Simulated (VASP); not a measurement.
# Hf in VASP: notebook

Hf is run at these levels: PBEsol, PBE; tasks: electric field gradients.

Program: VASP 6.6.1. These are calculated values, not measurements. Logs are shortened: lines on timing, memory, paths and dates and some standing lists are left out, and cuts for length are marked.

### 1 The cell of the first run

The structure is cubic, space group Im-3m (No. 229). The conventional cell has a = 3.610 Å, b = 3.610 Å, c = 3.610 Å, α = 90.00°, β = 90.00°, γ = 90.00°. Within 4.1 Å of Hf (site symmetry m-3m) lie 14 Hf at 3.13 to 3.61 Å.

### 2 Electric field gradients, PBEsol

File INCAR:

```
ALGO = Normal ; EDIFF = 1E-8
ENCUT = 520 ; GGA = PS
ISIF = 2 ; ISMEAR = -1
LASPH = T ; LCHARG = F
LEFG = T ; LREAL = F
LWAVE = F ; NBANDS = 11
NELM = 60 ; PREC = Accurate
SIGMA = 0.08
```

File KPOINTS:

```
k-points
0
Gamma
  16 16 16
```

File POSCAR:

```
Hf
1.0
   -1.8050000000      1.8050000000      1.8050000000
    1.8050000000     -1.8050000000      1.8050000000
    1.8050000000      1.8050000000     -1.8050000000
Hf
1
Direct
    0.0000000000      0.0000000000      0.0000000000
```

Potentials or basis: VASP PAW PBE potentials, release 64 (Hf_pv).

On the command line:

```bash
$ cat potpaw_PBE.64/Hf_pv/POTCAR > POTCAR
$ mpirun -np 1 vasp_std > vasp.out
```

OUTCAR:

```text
EDIFF = 1E-8
   ENCUT = 520
   GGA = PS
   ISIF = 2
   ISMEAR = -1
   LASPH = T
   LREAL = F
   NELM = 60
   PREC = Accurate

 ion  position               nearest neighbor table
   1  0.000  0.000  0.000-

  LATTYP: Found a body centered cubic cell.
 ALAT       =     3.6100000000

  Lattice vectors:

 A1 = (  -1.8050000000,   1.8050000000,   1.8050000000)
 A2 = (   1.8050000000,  -1.8050000000,   1.8050000000)
 A3 = (   1.8050000000,   1.8050000000,  -1.8050000000)

Analysis of symmetry for initial positions (statically):
=====================================================================
 Subroutine PRICEL returns:
 Original cell was already a primitive cell.

 Routine SETGRP: Setting up the symmetry group for a
 body centered cubic supercell.

 Subroutine GETGRP returns: Found 48 space group operations
 (whereof 48 operations were pure point group operations)
 out of a pool of 48 trial point group operations.

The static configuration has the point symmetry O_h .

Analysis of symmetry for dynamics (positions and initial velocities):
=====================================================================
 Subroutine PRICEL returns:
 Original cell was already a primitive cell.

 Routine SETGRP: Setting up the symmetry group for a
 body centered cubic supercell.

 Subroutine GETGRP returns: Found 48 space group operations
 (whereof 48 operations were pure point group operations)
 out of a pool of 48 trial point group operations.

The dynamic configuration has the point symmetry O_h .

 Subroutine INISYM returns: Found 48 space group operations
 (whereof 48 operations are pure point group operations),
 and found     1 'primitive' translations

----------------------------------------------------------------------------------------

                                     Primitive cell

  volume of cell :      23.5229

  direct lattice vectors                    reciprocal lattice vectors
    -1.805000000  1.805000000  1.805000000     0.000000000  0.277008310  0.277008310
     1.805000000 -1.805000000  1.805000000     0.277008310  0.000000000  0.277008310
     1.805000000  1.805000000 -1.805000000     0.277008310  0.277008310  0.000000000

  length of vectors
     3.126351708  3.126351708  3.126351708     0.391748909  0.391748909  0.391748909

  position of ions in fractional coordinates (direct lattice)
     0.000000000  0.000000000  0.000000000

  ion indices of the primitive-cell ions
   primitive index   ion index
                 1           1

----------------------------------------------------------------------------------------

 KPOINTS: k-points

Automatic generation of k-mesh.
 Grid dimensions read from file:
 generate k-points for:   16   16   16

 Generating k-lattice:

  Cartesian coordinates                     Fractional coordinates (reciprocal lattice)
     0.000000000  0.017313019  0.017313019     0.062500000  0.000000000  0.000000000
     0.017313019  0.000000000  0.017313019     0.000000000  0.062500000  0.000000000
     0.017313019  0.017313019  0.000000000     0.000000000  0.000000000  0.062500000

  Length of vectors
     0.024484307  0.024484307  0.024484307

  Shift w.r.t. Gamma in fractional coordinates (k-lattice)
     0.000000000  0.000000000  0.000000000

 Subroutine IBZKPT returns following result:
 ===========================================

 Found    145 irreducible k-points:

 Following reciprocal coordinates:
            Coordinates               Weight
  0.000000  0.000000  0.000000      1.000000
  0.062500  0.000000  0.000000     12.000000
  0.125000  0.000000  0.000000     12.000000
  0.187500  0.000000  0.000000     12.000000
  0.250000  0.000000  0.000000     12.000000
  0.312500  0.000000  0.000000     12.000000
[... 16 lines left out ...]
  0.187500  0.187500  0.000000     24.000000
  0.250000  0.187500  0.000000     48.000000
 [... further k-points ...]
   k-points           NKPTS =    145   k-points in BZ     NKDIM =    145   number of bands    NBANDS=     11
   number of dos      NEDOS =    301   number of ions     NIONS =      1
   total plane-waves  NPLWV =  13824
   dimension x,y,z NGX =    24 NGY =   24 NGZ =   24
   dimension x,y,z NGXF=    48 NGYF=   48 NGZF=   48
   ions per type =               1
   NGX,Y,Z   is equivalent  to a cutoff of  12.76, 12.76, 12.76 a.u.
   NGXF,Y,Z  is equivalent  to a cutoff of  25.52, 25.52, 25.52 a.u.
 SYSTEM =  unknown system
   PREC   = accura    normal or accurate (medium, high low for compatibility)
   ISTART =      0    job   : 0-new  1-cont  2-samecut
   ICHARG =      2    charge: 1-file 2-atom 10-const
   ISPIN  =      1    spin polarized calculation?
   LNONCOLLINEAR =      F non collinear calculations
   LSORBIT =      F    spin-orbit coupling
   LASPH  =      T    aspherical Exc in radial PAW
   ENCUT  =  520.0 eV  38.22 Ry    6.18 a.u.   5.81  5.81  5.81*2*pi/ulx,y,z
   NELM   =     60;   NELMIN=  2; NELMDL= -5     # of ELM steps
   EDIFF  = 0.1E-07   stopping-criterion for ELM
   LREAL  =      F    real-space projection
   EDIFFG = 0.1E-06   stopping-criterion for IOM
   NSW    =      0    number of steps for IOM
   IBRION =     -1    ionic relax: 0-MD 1-quasi-New 2-CG
   NFREE  =      0    steps in history (QN), initial steepest desc. (CG)
   ISIF   =      2    stress and relaxation
   ISYM   =      2    0-nonsym 1-usesym 2-fastsym
   POTIM  = 0.5000    time-step for ionic-motion
   TEBEG  =    0.0;   TEEND  =   0.0 temperature during run
   PSTRESS=    0.0 pullay stress
   NELECT =      10.0000    total number of electrons
   NUPDOWN=      -1.0000    fix difference up-down
   EMIN   =  10.00;   EMAX   =-10.00  energy-range for DOS
   EFERMI =   0.00;   METHOD = LEGACY
   ISMEAR =    -1;   SIGMA  =   0.08  broadening in eV -4-tet -1-fermi 0-gaus
   EFERMI_NEDOS =   21; number of points for ismear=-14 and -15
   IALGO  =     38    algorithm
   IMIX   =      4    mixing-type and parameters
     AMIX     =   0.40;   BMIX     =  1.00
     AMIX_MAG =   1.60;   BMIX_MAG =  1.00
  volume/ion in A,a.u.               =      23.52       158.74
  Fermi-wavevector in a.u.,A,eV,Ry     =   1.230961  2.326179 20.616432  1.515265
  Thomas-Fermi vector in A             =   2.365789
   LORBIT       =      0    0 simple, 1 ext, 2 COOP (PROOUT), +10 PAW based schemes
   GGA     = PS    functional components
   LHFCALC =     F    Hartree Fock is set to
   AEXX    =    0.0000 exact exchange contribution
   IVDW    =     0    specifies the selected vdW correction
   LEPSILON=     F    determine dielectric tensor
   LRPA    =     F    only Hartree local field effects (RPA)
 non-spin polarized calculation
  energy-cutoff  :      520.00
  volume of cell :       23.52
 maximum number of plane-waves:       682
   NGX = 11   NGY = 11   NGZ = 11

 number of electron      10.0000001 magnetization

 Free energy of the ion-electron system (eV)
  ---------------------------------------------------
  ext. energy  EPLUGINS =         0.00000000
  ---------------------------------------------------
  free energy    TOTEN  =       -10.28307203 eV

  energy without entropy =      -10.23918386  energy(sigma->0) =      -10.26112795

 E-fermi :   4.0888     XC(G=0): -11.1643

 val. band max:        4.0820529219   @ k =   0.1875   0.1250   0.0625
 cond. band min:       4.1028131735   @ k =  -0.2500   0.2500   0.2500
 fundamental gap:      0.0207602515
 Fermi energy:         4.0888269561

 k-point     1 :       0.0000    0.0000    0.0000
  band No.  band energies     occupation
      1     -25.8910      2.00000
      2     -25.8910      2.00000
      3     -25.8910      2.00000
      4      -2.7905      2.00000
      5       5.5548      0.00000
      6       5.5548      0.00000
      7       5.5548      0.00000
      8       8.2049      0.00000
      9       8.2049      0.00000
     10      17.1699      0.00000
     11      17.1699      0.00000

 k-point     2 :       0.0625    0.0000    0.0000
  band No.  band energies     occupation
      1     -25.9191      2.00000
      2     -25.8999      2.00000
      3     -25.8910      2.00000
      4      -2.6537      2.00000
      5       5.4595      0.00000
      6       5.5191      0.00000
      7       5.6886      0.00000
      8       8.0512      0.00000
      9       8.2039      0.00000
     10      17.1426      0.00000
     11      17.2985      0.00000

 k-point     3 :       0.1250    0.0000    0.0000
  band No.  band energies     occupation
      1     -25.9983      2.00000
      2     -25.9251      2.00000
      3     -25.8913      2.00000
      4      -2.2563      2.00000
      5       5.2028      0.00000
      6       5.3661      0.00000
      7       6.0855      0.00000
      8       7.7636      0.00000
      9       8.2114      0.00000
     10      17.1414      0.00000
     11      17.5919      0.00000

 k-point     4 :       0.1875    0.0000    0.0000
  band No.  band energies     occupation
      1     -26.1148      2.00000
      2     -25.9626      2.00000
      3     -25.8916      2.00000
      4      -1.6398      2.00000
      5       4.8530      0.00014
      6       5.0387      0.00001
      7       6.7319      0.00000
      8       7.6301      0.00000
      9       8.2517      0.00000
     10      17.1379      0.00000
     11      17.6904      0.00000

 k-point     5 :       0.2500    0.0000    0.0000
  band No.  band energies     occupation
      1     -26.2490      2.00000
      2     -26.0065      2.00000
      3     -25.8920      2.00000
      4      -0.8826      2.00000
      5       4.4819      0.01459
      6       4.6383      0.00208
      7       7.6021      0.00000
      8       7.7186      0.00000
      9       8.3476      0.00000
     10      17.1201      0.00000
     11      17.1393      0.00000
[... 211 lines left out ...]
 k-point    21 :       0.3750    0.1250    0.0000
  band No.  band energies     occupation
      1     -26.5313      2.00000
      2     -26.1413      2.00000
      3     -25.9299      2.00000
      4       1.1762      2.00000
      5       3.7186      1.98063
      6       4.4253      0.02937
      7       7.8824      0.00000
      8       8.9812      0.00000
      9      11.2223      0.00000
     10      13.3118      0.00000
     11      15.3905      0.00000

 k-point    22 :       0.4375    0.1250    0.0000
  band No.  band energies     occupation
      1     -26.5510      2.00000
      2     -26.1525      2.00000
      3     -25.9303      2.00000
      4       1.2599      2.00000
      5       3.6793      1.98811
      6       4.6003      0.00334
      7       7.8409      0.00000
      8       9.0858      0.00000
      9      11.6731      0.00000
     10      12.8658      0.00000
     11      15.1488      0.00000

 k-point    23 :       0.1875    0.1875    0.0000
  band No.  band energies     occupation
      1     -26.3665      2.00000
      2     -26.0584      2.00000
      3     -25.9408      2.00000
      4       0.2182      2.00000
      5       3.9538      1.68793
      6       4.2721      0.18381
      7       7.4532      0.00000
      8       8.8056      0.00000
      9       9.0797      0.00000
     10      15.7692      0.00000
     11      17.1553      0.00000

 k-point    24 :       0.2500    0.1875    0.0000
  band No.  band energies     occupation
      1     -26.4360      2.00000
      2     -26.1166      2.00000
      3     -25.9499      2.00000
      4       0.9576      2.00000
      5       3.6842      1.98737
      6       4.1383      0.70044
      7       7.6498      0.00000
      8       8.8440      0.00000
      9      10.1855      0.00000
     10      14.4774      0.00000
     11      17.1238      0.00000

 [... further k-points ...]
[... 5 lines left out ...]
  --------------------------------------------------------------------------------------
  -------------------------------------------------------------------------------------
  Total       -1.3530452     -1.3530452     -1.3530452     -0.0000000     -0.0000000      0.0000000
  in kB      -92.1576251    -92.1576251    -92.1576251     -0.0000000     -0.0000000      0.0000000
  external PRESSURE =     -92.1576251 kB  Pullay stress =       0.0000000 kB

 VOLUME and BASIS-vectors are now :
 -----------------------------------------------------------------------------
  energy-cutoff  :      520.00
  volume of cell :       23.52
      direct lattice vectors                 reciprocal lattice vectors
    -1.805000000  1.805000000  1.805000000     0.000000000  0.277008310  0.277008310
     1.805000000 -1.805000000  1.805000000     0.277008310  0.000000000  0.277008310
     1.805000000  1.805000000 -1.805000000     0.277008310  0.277008310  0.000000000

 POSITION                                       TOTAL-FORCE (eV/Angst)
 -----------------------------------------------------------------------------------
      0.00000      0.00000      0.00000        -0.000000      0.000000     -0.000000
 -----------------------------------------------------------------------------------
    total drift:                                0.000000      0.000000      0.000000

  FREE ENERGIE OF THE ION-ELECTRON SYSTEM (eV)
  ---------------------------------------------------
  free  energy   TOTEN  =       -10.2830720338 eV

  energy  without entropy=      -10.2391838610  energy(sigma->0) =      -10.26112795

 Electric field gradients (V/A^2)
---------------------------------------------------------------------
 ion       V_xx      V_yy      V_zz      V_xy      V_xz      V_yz
---------------------------------------------------------------------
   1      -0.000     0.000    -0.000    -0.000    -0.000    -0.000
---------------------------------------------------------------------

 Electric field gradients after diagonalization (V/A^2)
 (convention: |V_zz| > |V_xx| > |V_yy|)
----------------------------------------------------------------------
 ion       V_xx      V_yy      V_zz     asymmetry (V_yy - V_xx)/ V_zz
----------------------------------------------------------------------
   1       0.000     0.000    -0.000       0.000
----------------------------------------------------------------------

           NMR quadrupolar parameters

 Cq : quadrupolar parameter    Cq=e*Q*V_zz/h
 eta: asymmetry parameters     (V_yy - V_xx)/ V_zz
 Q  : nuclear electric quadrupole moment in mb (millibarn)
----------------------------------------------------------------------
 ion       Cq(MHz)       eta       Q (mb)
----------------------------------------------------------------------
   1      -0.000       0.000       1.000
----------------------------------------------------------------------
```

It took 44 s on 1 thread of AMD EPYC 7R43 (Zen 3), shared host; peak memory 0.13 GiB.

What came out:

- Free energy: -10.2831 eV
- Pressure: -9.2 GPa
- Band gap on the k mesh: zero (band 5 reaches 5.55 eV, above the bottom of band 6 at 3.37 eV)

Levels at points of the mesh, in eV from the Fermi level:
| k point | band 1 | band 2 | band 3 | band 4 | band 5 | band 6 | band 7 | band 8 | band 9 | band 10 |
| --- | --- | --- | --- | --- | --- | --- | --- | --- | --- | --- |
| (0.00, 0.00, 0.00) | -29.98 | -29.98 | -29.98 | -6.88 | 1.47 | 1.47 | 1.47 | 4.12 | 4.12 | 13.08 |
| (0.50, 0.00, 0.00) | -30.67 | -30.21 | -29.98 | -3.23 | -0.43 | 0.91 | 3.91 | 4.87 | 7.17 | 9.48 |
| (0.50, 0.50, 0.50) | -30.47 | -30.47 | -30.47 | -2.36 | -2.36 | 6.40 | 6.40 | 6.40 | 6.84 | 6.84 |

Caveat: without QUAD_EFG the Cq values of the log hold for a quadrupole moment of 1 mb, not for the nuclei; the PAW data sets were made with another functional, which shifts forces and pressure a little; spin-orbit coupling is left out, which moves the levels of the heavy elements.

[end of part 1 of 2]
